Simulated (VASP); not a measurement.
Runs of VASP 6.6.1 on CaMg. The structure is that of space group P-6m2 (No. 187), or close to it. The cells are those of the table. 

| cell | further INCAR settings | gap on the mesh (eV) | pressure (GPa) |
| --- | --- | --- | --- |
| a = 3.718, b = 3.718, c = 5.471 Å, angles 90.0, 90.0, 120.0°, 2 atoms | ALGO = Fast; EDIFF = 1e-07; NBANDS = 13 | none | (b) |
| a = 3.771, b = 3.771, c = 5.318 Å, angles 90.0, 90.0, 120.0°, 2 atoms | ALGO = Fast; EDIFF = 1e-07; NBANDS = 13 | none | -1.6 |
| a = 3.609, b = 3.609, c = 5.808 Å, angles 90.0, 90.0, 120.0°, 2 atoms | ALGO = Fast; EDIFF = 1e-06; NBANDS = 13 | none | (a) |
| a = 3.361, b = 3.361, c = 6.697 Å, angles 90.0, 90.0, 120.0°, 2 atoms | ALGO = Fast; EDIFF = 1e-06; NBANDS = 13 | none | -1.5 |
| a = 3.452, b = 3.452, c = 6.349 Å, angles 90.0, 90.0, 120.0°, 2 atoms | ALGO = Fast; EDIFF = 1e-06; NBANDS = 13 | none | -2.0 |

Alike in all rows: task single point; level LDA; potentials or basis VASP PAW LDA potentials, release 64 (Ca_sv, Mg); no spin polarisation; k mesh 18 × 18 × 10; cutoff (eV) 520; smearing gaussian 0.15 eV.

Question: Fill in the values left out.

Answer: (a) -2.1; (b) -1.8.

Caveats: the stress differs along the axes, from -8 to 2 GPa (at least some runs); the stress differs along the axes, from -7 to 0 GPa (at least some runs).

A gap of «none» marks levels without a gap at the run's occupations.
